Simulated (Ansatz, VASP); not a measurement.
**Two plane-wave programs on Be3V**

File INCAR:

```
SYSTEM = Be3V
PREC     = Accurate       ! precision mode
ENCUT    = 520            ! plane-wave cutoff, eV
EDIFF    = 1E-6           ! SCF threshold, eV
ISMEAR   = 0              ! smearing method
SIGMA    = 0.1            ! smearing width, eV
LREAL    = .False.        ! projectors in reciprocal space
LASPH    = .True.         ! aspherical terms in the spheres
NELM     = 150            ! most SCF steps
ALGO     = Normal         ! electronic algorithm
ISIF     = 2              ! what is computed and relaxed
LWAVE    = .False.        ! write WAVECAR
LCHARG   = .False.        ! write CHGCAR
ISPIN    = 2              ! spin polarisation
MAGMOM   = 0 0 0 3.5      ! initial moments
LORBIT   = 11             ! projections on sites
LMAXMIX  = 4              ! l up to which the mixer works
GGA      = PE             ! functional
NBANDS   = 22             ! bands
```

File KPOINTS:

```
regular mesh
0
Gamma
  14 14 14
  0 0 0
```

Contents of POSCAR:

```
Be3V
1.0
    0.0000000000      2.6683789050      2.6683789050
    2.6683789050      0.0000000000      2.6683789050
    2.6683789050      2.6683789050      0.0000000000
Be V
3 1
Direct
    0.2500000000      0.2500000000      0.2500000000
    0.7500000000      0.7500000000      0.7500000000
    0.5000000000      0.5000000000      0.5000000000
    0.0000000000      0.0000000000      0.0000000000
```

Input for Ansatz:

```yaml
crystal:
  lattice:
    - [0.0, 2.668378905, 2.668378905]
    - [2.668378905, 0.0, 2.668378905]
    - [2.668378905, 2.668378905, 0.0]
  atoms:
    - { symbol: Be, position: [0.25, 0.25, 0.25] }
    - { symbol: Be, position: [0.75, 0.75, 0.75] }
    - { symbol: Be, position: [0.5, 0.5, 0.5] }
    - { symbol: V, position: [0.0, 0.0, 0.0], spin: 3.5 }
basis:
  ecutwfc: 420
kpoints:
  mp_grid: { grid: [14, 14, 14] }
hamiltonian:
  xc: pbe
scf:
  occupations: { method: gaussian, width: 0.1 }
  lower_state_search: "off"
output:
  forces: true
  stress: true
  eigenvalues: true
  populations: true
magnetization:
  spin_polarized: true
```

Alike in both runs: task single point; functional PBE; k mesh 14 × 14 × 14; occupations gaussian, width 0.1 eV; collinear spin.

|  | VASP | Ansatz |
| --- | --- | --- |
| version | VASP 6.6.1 | Ansatz 0.2.0 |
| potentials or method | VASP PAW PBE potentials, release 64 (Be, V_sv), cutoff 520 eV | scalar-relativistic, plane waves, PAW |
| valence electrons in the cell | 19 | 19 |

```tsv
	VASP	Ansatz	Ansatz less VASP
gap on the k mesh at the Fermi level (eV)	none	none	-
pressure (GPa)	-0.3	0.0	+0.29
net moment per atom (μB)	0.04	0.22	+0.178
size of the moment on the site where the two differ most (μB)	0.18	0.75	+0.573
```

The net moments are unlike, so the other rows may belong to different states. Site moments also hang on the region over which each program counts them. A gap of «none» marks a metal or a gap that the smearing closes.
